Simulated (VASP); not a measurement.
# Co (P6_3/mmc) in VASP: a series of runs

The runs below take Co through single point, with BLYP, PBE+D4, RPBE, BLYP+D3(BJ).

Everything below comes from runs of VASP 6.6.1. Logs are shortened: lines on timing, memory, paths and dates and some standing lists are left out, and cuts for length are marked.

## Step 1: The cell of the first run

It takes space group P6_3/mmc (No. 194, hexagonal). Conventional cell: a = 2.437 Å, b = 2.437 Å, c = 7.979 Å, α = 90.00°, β = 90.00°, γ = 120.00°. Co (site symmetry -6m2) has 12 Co at 2.44 Å within 3.2 Å. Within 3.2 Å of Co (site symmetry -3m) lie 12 Co at 2.44 Å.

## Step 2: Single point, BLYP, collinear spin, ferromagnetic start

INCAR

```
SYSTEM = Co
PREC     = Accurate       ! precision mode
ENCUT    = 520            ! plane-wave cutoff, eV
EDIFF    = 1E-6           ! SCF threshold, eV
ISMEAR   = -1             ! smearing method
SIGMA    = 0.05           ! smearing width, eV
LREAL    = .FALSE.        ! projectors in reciprocal space
LASPH    = .TRUE.         ! aspherical terms in the spheres
NELM     = 150            ! most SCF steps
ALGO     = Fast           ! electronic algorithm
ISIF     = 2              ! what is computed and relaxed
LWAVE    = .FALSE.        ! write WAVECAR
LCHARG   = .TRUE.         ! write CHGCAR
ISPIN    = 2              ! spin polarisation
MAGMOM   = 2 2 2 2        ! initial moments
LORBIT   = 11             ! projections on sites
LMAXMIX  = 4              ! l up to which the mixer works
GGA      = B5             ! functional
ALDAX    = 1.0          
AGGAX    = 1.0          
AGGAC    = 1.0          
ALDAC    = 0.0          
LELF     = .TRUE.         ! ELF
LVHAR    = .TRUE.       
NBANDS   = 30             ! bands
```

KPOINTS

```
regular mesh
0
G
  12 12 4
  0 0 0
```

POSCAR

```
Co
1.0
    2.4371717178      0.0000000000      0.0000000000
   -1.2185858589      2.1106526210      0.0000000000
    0.0000000000      0.0000000000      7.9789199430
Co
4
Direct
    0.6666666667      0.3333333333      0.7500000000
    0.0000000000      0.0000000000      0.5000000000
    0.3333333333      0.6666666667      0.2500000000
    0.0000000000      0.0000000000      0.0000000000
```

Potentials or basis: VASP PAW PBE potentials, release 64 (Co).

The run is started by

```
$ cat potpaw_PBE.64/Co/POTCAR > POTCAR
$ mpirun -np 1 vasp_std > vasp.out
```

OUTCAR:

```text
SYSTEM = Co
   PREC = Accurate
   ENCUT = 520
   EDIFF = 1E-6
   ISMEAR = -1
   LREAL = .FALSE.
   LASPH = .TRUE.
   NELM = 150
   ISIF = 2
   ISPIN = 2
   LORBIT = 11
   GGA = B5

 ion  position               nearest neighbor table
   1  0.667  0.333  0.750-   2 2.44   4 2.44   2 2.44   4 2.44   2 2.44   4 2.44
   2  0.000  0.000  0.500-   1 2.44   3 2.44   1 2.44   3 2.44   1 2.44   3 2.44
   3  0.333  0.667  0.250-   2 2.44   4 2.44   2 2.44   4 2.44   2 2.44   4 2.44
   4  0.000  0.000  0.000-   1 2.44   3 2.44   1 2.44   3 2.44   1 2.44   3 2.44

  LATTYP: Found a hexagonal cell.
 ALAT       =     2.4371717178
 C/A-ratio  =     3.2738439744

  Lattice vectors:

 A1 = (   2.4371717178,   0.0000000000,   0.0000000000)
 A2 = (  -1.2185858589,   2.1106526210,   0.0000000000)
 A3 = (   0.0000000000,   0.0000000000,   7.9789199430)

Analysis of symmetry for initial positions (statically):
=====================================================================
 Subroutine PRICEL returns:
 Original cell was already a primitive cell.

 Routine SETGRP: Setting up the symmetry group for a
 hexagonal supercell.

 Subroutine GETGRP returns: Found 24 space group operations
 (whereof 12 operations were pure point group operations)
 out of a pool of 24 trial point group operations.

The static configuration has the point symmetry D_3d.
 The point group associated with its full space group is D_6h.

Analysis of symmetry for dynamics (positions and initial velocities):
=====================================================================
 Subroutine PRICEL returns:
 Original cell was already a primitive cell.

 Routine SETGRP: Setting up the symmetry group for a
 hexagonal supercell.

 Subroutine GETGRP returns: Found 24 space group operations
 (whereof 12 operations were pure point group operations)
 out of a pool of 24 trial point group operations.

The dynamic configuration has the point symmetry D_3d.
 The point group associated with its full space group is D_6h.

Analysis of structural, dynamic, and magnetic symmetry:
=====================================================================
 Subroutine PRICEL returns:
 Original cell was already a primitive cell.

 Routine SETGRP: Setting up the symmetry group for a
 hexagonal supercell.

 Subroutine GETGRP returns: Found 24 space group operations
 (whereof 12 operations were pure point group operations)
 out of a pool of 24 trial point group operations.

The overall configuration has the point symmetry D_3d.
 The point group associated with its full space group is D_6h.

 Subroutine INISYM returns: Found 24 space group operations
 (whereof 12 operations are pure point group operations),
 and found     1 'primitive' translations

----------------------------------------------------------------------------------------

                                     Primitive cell

  volume of cell :      41.0437

  direct lattice vectors                    reciprocal lattice vectors
     2.437171718  0.000000000  0.000000000     0.410311671  0.236893554  0.000000000
    -1.218585859  2.110652621  0.000000000     0.000000000  0.473787107  0.000000000
     0.000000000  0.000000000  7.978919943     0.000000000  0.000000000  0.125330246

  length of vectors
     2.437171718  2.437171718  7.978919943     0.473787107  0.473787107  0.125330246

  position of ions in fractional coordinates (direct lattice)
     0.666666667  0.333333333  0.750000000
     0.000000000  0.000000000  0.500000000
     0.333333333  0.666666667  0.250000000
     0.000000000  0.000000000  0.000000000

  ion indices of the primitive-cell ions
   primitive index   ion index
                 1           1
                 2           2
                 3           3
                 4           4

----------------------------------------------------------------------------------------

 KPOINTS: regular mesh

Automatic generation of k-mesh.
 Grid dimensions read from file:
 generate k-points for:   12   12    4

 Generating k-lattice:

  Cartesian coordinates                     Fractional coordinates (reciprocal lattice)
     0.034192639  0.019741129  0.000000000     0.083333333  0.000000000  0.000000000
     0.000000000  0.039482259  0.000000000     0.000000000  0.083333333  0.000000000
     0.000000000  0.000000000  0.031332562     0.000000000  0.000000000  0.250000000

  Length of vectors
     0.039482259  0.039482259  0.031332562

  Shift w.r.t. Gamma in fractional coordinates (k-lattice)
     0.000000000  0.000000000  0.000000000

 Subroutine IBZKPT returns following result:
 ===========================================

 Found     57 irreducible k-points:

 Following reciprocal coordinates:
            Coordinates               Weight
  0.000000  0.000000  0.000000      1.000000
  0.083333 -0.000000  0.000000      6.000000
  0.166667  0.000000  0.000000      6.000000
  0.250000 -0.000000  0.000000      6.000000
  0.333333 -0.000000  0.000000      6.000000
  0.416667 -0.000000  0.000000      6.000000
[... 16 lines left out ...]
  0.250000 -0.000000  0.250000     12.000000
  0.333333 -0.000000  0.250000     12.000000
 [... further k-points ...]
   k-points           NKPTS =     57   k-points in BZ     NKDIM =     57   number of bands    NBANDS=     30
   number of dos      NEDOS =    301   number of ions     NIONS =      4
   total plane-waves  NPLWV =  19440
   dimension x,y,z NGX =    18 NGY =   18 NGZ =   60
   dimension x,y,z NGXF=    36 NGYF=   36 NGZF=  120
   ions per type =               4
   NGX,Y,Z   is equivalent  to a cutoff of  12.28, 12.28, 12.50 a.u.
   NGXF,Y,Z  is equivalent  to a cutoff of  24.56, 24.56, 25.00 a.u.
 SYSTEM =  Co
   PREC   = accura    normal or accurate (medium, high low for compatibility)
   ISTART =      0    job   : 0-new  1-cont  2-samecut
   ICHARG =      2    charge: 1-file 2-atom 10-const
   ISPIN  =      2    spin polarized calculation?
   LNONCOLLINEAR =      F non collinear calculations
   LSORBIT =      F    spin-orbit coupling
   LASPH  =      T    aspherical Exc in radial PAW
   ENCUT  =  520.0 eV  38.22 Ry    6.18 a.u.   4.53  4.53 14.84*2*pi/ulx,y,z
   NELM   =    150;   NELMIN=  2; NELMDL= -5     # of ELM steps
   EDIFF  = 0.1E-05   stopping-criterion for ELM
   LREAL  =      F    real-space projection
   EDIFFG = 0.1E-04   stopping-criterion for IOM
   NSW    =      0    number of steps for IOM
   IBRION =     -1    ionic relax: 0-MD 1-quasi-New 2-CG
   NFREE  =      0    steps in history (QN), initial steepest desc. (CG)
   ISIF   =      2    stress and relaxation
   ISYM   =      2    0-nonsym 1-usesym 2-fastsym
   POTIM  = 0.5000    time-step for ionic-motion
   TEBEG  =    0.0;   TEEND  =   0.0 temperature during run
   PSTRESS=    0.0 pullay stress
   NELECT =      36.0000    total number of electrons
   NUPDOWN=      -1.0000    fix difference up-down
   EMIN   =  10.00;   EMAX   =-10.00  energy-range for DOS
   EFERMI =   0.00;   METHOD = LEGACY
   ISMEAR =    -1;   SIGMA  =   0.05  broadening in eV -4-tet -1-fermi 0-gaus
   EFERMI_NEDOS =   21; number of points for ismear=-14 and -15
   IALGO  =     68    algorithm
   IMIX   =      4    mixing-type and parameters
     AMIX     =   0.40;   BMIX     =  1.00
     AMIX_MAG =   1.60;   BMIX_MAG =  1.00
  volume/ion in A,a.u.               =      10.26        69.24
  Fermi-wavevector in a.u.,A,eV,Ry     =   1.567088  2.961367 33.412700  2.455764
  Thomas-Fermi vector in A             =   2.669320
   LORBIT       =     11    0 simple, 1 ext, 2 COOP (PROOUT), +10 PAW based schemes
   GGA     = B5    functional components
   LHFCALC =     F    Hartree Fock is set to
   AEXX    =    0.0000 exact exchange contribution
   IVDW    =     0    specifies the selected vdW correction
   LEPSILON=     F    determine dielectric tensor
   LRPA    =     F    only Hartree local field effects (RPA)
 spin polarized calculation
 RMM-DIIS sequential band-by-band and
  energy-cutoff  :      520.00
  volume of cell :       41.04
 maximum number of plane-waves:      1128
   NGX =  9   NGY =  9   NGZ = 29

 number of electron      35.9999945 magnetization       6.1594450

 Free energy of the ion-electron system (eV)
  ---------------------------------------------------
  ext. energy  EPLUGINS =         0.00000000
  ---------------------------------------------------
  free energy    TOTEN  =       -23.93325771 eV

  energy without entropy =      -23.89859772  energy(sigma->0) =      -23.91592772

 E-fermi :  11.6049     XC(G=0): -13.1253

 val. band max:       11.6028066297   @ k =   0.2500   0.1667   0.0000
 cond. band min:      11.6065084166   @ k =   0.2500   0.0833   0.0000
 fundamental gap:      0.0037017869
 Fermi energy:        11.6049075646

 spin component 1

 k-point     1 :       0.0000    0.0000    0.0000
  band No.  band energies     occupation
      1       2.4714      1.00000
      2       4.7421      1.00000
      3       4.7592      1.00000
      4       6.2227      1.00000
      5       8.5330      1.00000
      6       8.5725      1.00000
[... 781 lines left out ...]
     29      27.0204      0.00000
     30      27.9247      0.00000

 [... further k-points ...]

 spin component 2

 k-point     1 :       0.0000    0.0000    0.0000
  band No.  band energies     occupation
      1       2.5261      1.00000
      2       4.8776      1.00000
      3       4.8818      1.00000
      4       7.0845      1.00000
      5       9.7567      1.00000
      6       9.8192      1.00000
[... 781 lines left out ...]
     29      27.4140      0.00000
     30      28.3539      0.00000

 [... further k-points ...]

------------------------ aborting loop because EDIFF is reached ----------------------------------------

  FORCE on cell =-STRESS in cart. coord.  units (eV):
  Direction    XX          YY          ZZ          XY          YZ          ZX
  --------------------------------------------------------------------------------------
  -------------------------------------------------------------------------------------
  Total        6.3749599      6.3749599      5.5310182     -0.0000000     -0.0000000      0.0000000
  in kB      248.8519448    248.8519448    215.9079674     -0.0000000     -0.0000000      0.0000000
  external PRESSURE =     237.8706190 kB  Pullay stress =       0.0000000 kB

 VOLUME and BASIS-vectors are now :
 -----------------------------------------------------------------------------
  energy-cutoff  :      520.00
  volume of cell :       41.04
      direct lattice vectors                 reciprocal lattice vectors
     2.437171718  0.000000000  0.000000000     0.410311671  0.236893554  0.000000000
    -1.218585859  2.110652621  0.000000000     0.000000000  0.473787107  0.000000000
     0.000000000  0.000000000  7.978919943     0.000000000  0.000000000  0.125330246

 POSITION                                       TOTAL-FORCE (eV/Angst)
 -----------------------------------------------------------------------------------
      1.21859      0.70355      5.98419        -0.000000      0.000000      0.000000
      0.00000      0.00000      3.98946         0.000000      0.000000      0.000000
     -0.00000      1.40710      1.99473         0.000000     -0.000000     -0.000000
      0.00000      0.00000      0.00000        -0.000000      0.000000      0.000000
 -----------------------------------------------------------------------------------
    total drift:                                0.000000     -0.000000      0.000000

  FREE ENERGIE OF THE ION-ELECTRON SYSTEM (eV)
  ---------------------------------------------------
  free  energy   TOTEN  =       -23.9332577148 eV

  energy  without entropy=      -23.8985977225  energy(sigma->0) =      -23.91592772

 total charge

# of ion       s       p       d       tot
------------------------------------------
    1        0.508   0.553   7.349   8.410
    2        0.508   0.549   7.357   8.415
    3        0.508   0.553   7.349   8.410
    4        0.508   0.549   7.357   8.415
--------------------------------------------------
tot          2.033   2.204  29.413  33.650

 magnetization (x)

# of ion       s       p       d       tot
------------------------------------------
    1       -0.014  -0.046   1.616   1.555
    2       -0.015  -0.045   1.592   1.533
    3       -0.014  -0.046   1.616   1.555
    4       -0.015  -0.045   1.592   1.533
--------------------------------------------------
tot         -0.058  -0.182   6.417   6.176
```

Wall time 4.9 min (1 thread of Intel Xeon 8259CL, shared host); peak memory 0.23 GiB.

What came out:

```yaml
Free_energy: -23.9333 eV
Pressure: 23.8 GPa
Net_moment: 6.16 μB per cell
Site_moments: Co +1.55, +1.53 (each value once) μB
Valence_electrons_inside_the_program's_atomic_spheres: Co 8.41
```

Levels at points of the mesh, in eV from the Fermi level:
Spin up:
```csv
k point,band 18,band 19,band 20,band 21,band 22,band 23,band 24,band 25
"(0.00, 0.00, 0.00)",-1.41,-1.41,-1.08,-1.08,-0.65,-0.65,-0.07,6.72
"(0.50, 0.00, 0.00)",-0.39,-0.38,-0.36,0.50,1.64,2.83,3.46,7.54
"(0.00, 0.00, 0.50)",-1.57,-1.57,-1.57,-0.84,-0.84,-0.84,-0.84,9.80
"(0.50, 0.00, 0.50)",-0.53,-0.40,-0.40,1.53,1.53,3.14,3.14,7.88
```
Spin down:
| k point | band 12 | band 13 | band 14 | band 15 | band 16 | band 17 |
| --- | --- | --- | --- | --- | --- | --- |
| (0.00, 0.00, 0.00) | -0.98 | -0.98 | -0.93 | -0.93 | -0.05 | -0.01 |
| (0.50, 0.00, 0.00) | -0.16 | -0.13 | 0.76 | 1.20 | 1.23 | 1.23 |
| (0.00, 0.00, 0.50) | -1.19 | -1.07 | -1.07 | -1.07 | -1.07 | 0.18 |
| (0.50, 0.00, 0.50) | -0.82 | -0.23 | -0.23 | 0.81 | 0.81 | 1.22 |

Caveat: the cell stands under pressure; the PAW data sets were made with another functional, which shifts forces and pressure a little.

## Step 3: Single point, PBE+D4, collinear spin, ferromagnetic start

This run uses another cell than the first one, of 10.47 Å³/atom.

INCAR

```
SYSTEM = Co
ALGO = Normal
EDIFF = 1E-7
ENCUT = 520
GGA = PE
ISIF = 2
ISMEAR = -1
ISPIN = 2
IVDW = 13
LASPH = .TRUE.
LCHARG = .FALSE.
LMAXMIX = 4
LORBIT = 11
LREAL = .FALSE.
LWAVE = .FALSE.
MAGMOM = 2 2 2 2
NBANDS = 30
NELM = 150
PREC = Accurate
SIGMA = 0.05
```

KPOINTS

```
k-points
0
G
  12 12 4
  0 0 0
```

POSCAR

```
Co
1.0
    2.4539803297      0.0000000000      0.0000000000
   -1.2269901649      2.1252093060      0.0000000000
    0.0000000000      0.0000000000      8.0339487160
Co
4
Direct
    0.6666666667      0.3333333333      0.7500000000
    0.0000000000      0.0000000000      0.5000000000
    0.3333333333      0.6666666667      0.2500000000
    0.0000000000      0.0000000000      0.0000000000
```

Potentials or basis: VASP PAW PBE potentials, release 64 (Co).

The run is started by

```
$ cat potpaw_PBE.64/Co/POTCAR > POTCAR
$ mpirun -np 1 vasp_std > vasp.out
```

Run time: 3.4 min. Hardware: 1 thread of Intel Xeon 8259CL, shared host; peak memory 0.23 GiB.

The run converged. Its results:

```
Free energy                                           : -29.8553 eV
Pressure                                              : 2.2 GPa
Net moment                                            : 6.47 μB per cell
Site moments                                          : Co +1.64, +1.62 (each value once) μB
Valence electrons inside the program's atomic spheres : Co 8.34, 8.35 (each value once)
Dispersion energy per atom                            : -0.442 eV
```

Stress tensor (GPa, compression positive):
```
 3.49  0.00  0.00
 0.00  3.49  0.00
 0.00  0.00 -0.44
```

Levels at points of the mesh, in eV from the Fermi level:
Spin up:
```csv
k point,band 20,band 21,band 22,band 23,band 24,band 25
"(0.00, 0.00, 0.00)",-1.17,-1.17,-0.76,-0.76,-0.30,6.44
"(0.50, 0.00, 0.00)",-0.48,0.28,1.41,2.58,3.22,7.24
"(0.00, 0.00, 0.50)",-1.65,-0.94,-0.94,-0.94,-0.94,9.45
"(0.50, 0.00, 0.50)",-0.52,1.31,1.31,2.90,2.90,7.58
```
Spin down:
```
           k point  band 11  band 12  band 13  band 14  band 15  band 16  band 17  band 18
(0.00, 0.00, 0.00)    -1.18    -0.88    -0.88    -0.84    -0.84    -0.34     0.05     0.05
(0.50, 0.00, 0.00)    -0.85    -0.11    -0.07     0.53     1.23     1.25     1.26     1.29
(0.00, 0.00, 0.50)    -1.09    -1.09    -0.98    -0.98    -0.98    -0.98     0.24     0.24
(0.50, 0.00, 0.50)    -0.88    -0.88    -0.25    -0.25     0.84     0.84     1.24     1.24
```

(Part 1 of 2 ends here.)
